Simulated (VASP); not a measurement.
A run of VASP 6.6.1 is set up as follows.

The input POSCAR:

```
Si7Ge
1.0
    5.4679684304      0.0000000000      0.0000000000
    0.0000000000      5.4679684304      0.0000000000
    0.0000000000      0.0000000000      5.4679684304
Si Ge
7 1
Direct
    0.2748292941      0.2748292941      0.2076336864
    0.0000000000      0.5000000000      0.5000000000
    0.5000000000      0.5000000000      0.0000000000
    0.5000000000      0.0000000000      0.5000000000
    0.7251707059      0.2748292941      0.7923663136
    0.7251707059      0.7251707059      0.2076336864
    0.2748292941      0.7251707059      0.7923663136
    0.0000000000      0.0000000000      0.0000000000
```

The input INCAR.step1:

```
SYSTEM = Si7Ge
ALGO = Normal ; EDIFF = 1E-4
ENCUT = 520 ; GGA = PE
ISMEAR = 0 ; LASPH = .True.
LCHARG = .False. ; LREAL = .False.
LWAVE = .True. ; NBANDS = 31
NELM = 100 ; PREC = Accurate
SIGMA = 0.05
```

INCAR.step2

```
SYSTEM = Si7Ge
ALGO = Normal ; EDIFF = 1E-6
ENCUT = 520 ; ISIF = 2
ISMEAR = 0 ; ISTART = 1
LASPH = .True. ; LCHARG = .False.
LMIXTAU = .True. ; LREAL = .False.
LWAVE = .False. ; METAGGA = R2SCAN
NBANDS = 31 ; NELM = 100
PREC = Accurate ; SIGMA = 0.05
```

File KPOINTS:

```
k-points
0
Gamma
  6 6 6
  0 0 0
```

Potentials or basis: VASP PAW PBE potentials, release 64 (Si, Ge_d).

Run with:

```sh
$ cat potpaw_PBE.64/Si/POTCAR potpaw_PBE.64/Ge_d/POTCAR > POTCAR
$ cp INCAR.step1 INCAR
$ mpirun -np 1 vasp_std > vasp.out
$ cp INCAR.step2 INCAR
$ mpirun -np 1 vasp_std > vasp.out
```

Q: What does it give for the band gap on the k mesh?

A: Zero (band 21 reaches 5.60 eV, above the bottom of band 22 at 5.53 eV).

Q: What does it give for the largest force?

A: 6.554 eV/Å.

Q: What does it give for the pressure?

A: 5.1 GPa.

Forces in eV/Å, atoms in the order of the input:
```
Si  -3.194 -3.194  4.750
Si   0.000  0.000  0.000
Si   0.000  0.000  0.000
Si   0.000  0.000  0.000
Si   3.194 -3.194 -4.750
Si   3.194  3.194  4.750
Si  -3.194  3.194 -4.750
Ge   0.000  0.000  0.000
```

Caveat: the cell differs from its parent crystal (mode 14 (415.5 1/cm) frozen in, largest displacement +0.300 Å); the PAW data sets were made with another functional, which shifts forces and pressure a little.
